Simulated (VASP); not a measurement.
## LaBi: relaxation of cell and atoms with LDA

LaBi:

```
CELL_PARAMETERS angstrom
0.00000 3.28250 3.28250
3.28250 0.00000 3.28250
3.28250 3.28250 0.00000
ATOMIC_POSITIONS crystal
La 0.00000 0.00000 0.00000
Bi 0.50000 0.50000 0.50000
```

```
Program                : VASP 6.6.1
Task                   : relaxation of cell and atoms
Functional             : LDA
Potentials or basis    : VASP PAW LDA potentials, release 64 (La, Bi_d)
Cutoff                 : 600 eV
k mesh                 : 9 × 9 × 9
Occupations            : fermi-dirac, width 0.1 eV
Spin                   : no spin polarisation
Target pressure        : 8 GPa
Dipole correction      : no
Further INCAR settings : ALGO = Normal; EDIFF = 1e-06; IBRION = 2; EDIFFG = -0.01; NSW = 80; ISIF = 3
```

* Relaxed volume: 30.77 Å³/atom
* Relaxed cell: a = 4.432 Å, b = 4.432 Å, c = 4.432 Å, α = 60.00°, β = 60.00°, γ = 60.00°
* Space group after relaxing (to 0.05 Å): Fm-3m (No. 225)
* Energy change on relaxing (the enthalpy is what falls): +76.5 meV/atom
* Ionic steps: 6
* Pressure after relaxing: 8.0 GPa
* Band gap on the k mesh: zero (band 13 reaches 8.49 eV, above the bottom of band 14 at 7.95 eV)

Step by step:
| step | energy change (eV) | largest force (eV/Å) | pressure (GPa) | volume (Å³) |
| --- | --- | --- | --- | --- |
| 1 | 0.0000 | 0.0000 | -1.51 | 70.74 |
| 2 | 1.2809 | 0.0000 | 30.60 | 51.35 |
| 3 | 0.1366 | 0.0000 | 7.47 | 61.89 |
| 4 | 0.1513 | 0.0000 | 7.87 | 61.58 |
| 5 | 0.1600 | 0.0000 | 8.09 | 61.41 |
| 6 | 0.1530 | 0.0000 | 8.01 | 61.55 |

Final structure:
```
La Bi
1.0
     0.00000    3.13375    3.13375
     3.13375    0.00000    3.13375
     3.13375    3.13375    0.00000
La Bi
1 1
Direct
  0.00000 0.00000 0.00000
  0.50000 0.50000 0.50000
```

Levels at points of the mesh, in eV from the Fermi level:
```csv
k point,band 11,band 12,band 13,band 14,band 15,band 16
"(0.00, 0.00, 0.00)",0.31,0.31,0.31,1.21,1.21,1.21
```

Wall time 2.9 min on 1 thread of AMD EPYC 9R45 96-Core Processor (Zen 5) (shared host), peak memory 0.23 GiB.

Caveat: the cell is relaxed towards a set pressure, so the enthalpy falls and the energy may rise; spin-orbit coupling is left out, which moves the levels of the heavy elements. LDA usually gives volumes a few per cent too small.
